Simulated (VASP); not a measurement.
A run of VASP 6.6.1:

INCAR

```
SYSTEM = Lu
ALGO = Normal
EDIFF = 1E-7
EDIFFG = -0.03
ENCUT = 600
GGA = PE
GGA_COMPAT = .FALSE.
IBRION = 2
ISIF = 3
ISMEAR = -1
LASPH = .TRUE.
LCHARG = .FALSE.
LREAL = .FALSE.
LWAVE = .FALSE.
NELM = 120
NELMIN = 4
NSW = 80
PREC = Accurate
SIGMA = 0.05
```

File KPOINTS:

```
k-points
0
G
  12 12 12
  0 0 0
```

File POSCAR:

```
Lu
1.0
    0.0000000000      3.3700000000      3.3700000000
    3.3700000000      0.0000000000      3.3700000000
    3.3700000000      3.3700000000      0.0000000000
Lu
2
Direct
    1.0000000000      1.0000000000      1.0000000000
    0.2500000000      0.2500000000      0.2500000000
```

Potentials or basis: VASP PAW PBE potentials, release 64 (Lu).

Launch:

```bash
$ cat potpaw_PBE.64/Lu/POTCAR > POTCAR
$ mpirun -np 1 vasp_std > vasp.out
```

Hardware: 1 thread of AMD EPYC 9R45 96-Core Processor (Zen 5) (shared host).

**Question.** How long does it take, and how much memory?

**Answer.** Run time: 12 min on 1 thread of AMD EPYC 9R45 96-Core Processor (Zen 5) (shared host), peak memory 0.34 GiB. Counts: scf iterations 61, k points 72, ion steps 4.
